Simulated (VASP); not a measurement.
Here is a VASP 6.6.1 calculation.

The input INCAR:

```
SYSTEM = MnHg
ALGO = Normal ; EDIFF = 1E-6
ENCUT = 520 ; GGA = PE
ISIF = 2 ; ISMEAR = -1
ISPIN = 2 ; LASPH = .TRUE.
LCHARG = .TRUE. ; LELF = .TRUE.
LMAXMIX = 4 ; LORBIT = 11
LREAL = .FALSE. ; LVHAR = .TRUE.
LWAVE = .FALSE. ; MAGMOM = 4 0
NBANDS = 24 ; NELM = 150
PREC = Accurate ; SIGMA = 0.05
```

File KPOINTS:

```
k-points
0
G
  10 10 10
  0 0 0
```

POSCAR

```
MnHg
1.0
    3.3150000000      0.0000000000      0.0000000000
    0.0000000000      3.3150000000      0.0000000000
    0.0000000000      0.0000000000      3.3150000000
Mn Hg
1 1
Direct
    0.5000000000      0.5000000000      0.5000000000
    0.0000000000      0.0000000000      0.0000000000
```

Potentials or basis: VASP PAW PBE potentials, release 64 (Mn_pv, Hg).

Run with:

```console
$ cat potpaw_PBE.64/Mn_pv/POTCAR potpaw_PBE.64/Hg/POTCAR > POTCAR
$ mpirun -np 1 vasp_std > vasp.out
```

Question: Estimate the site moments.

Answer: Mn +3.82; Hg -0.06 μB.

Question: Predict the pressure.

Answer: 0.9 GPa.

Question: Estimate the net moment.

Answer: 3.91 μB per cell.
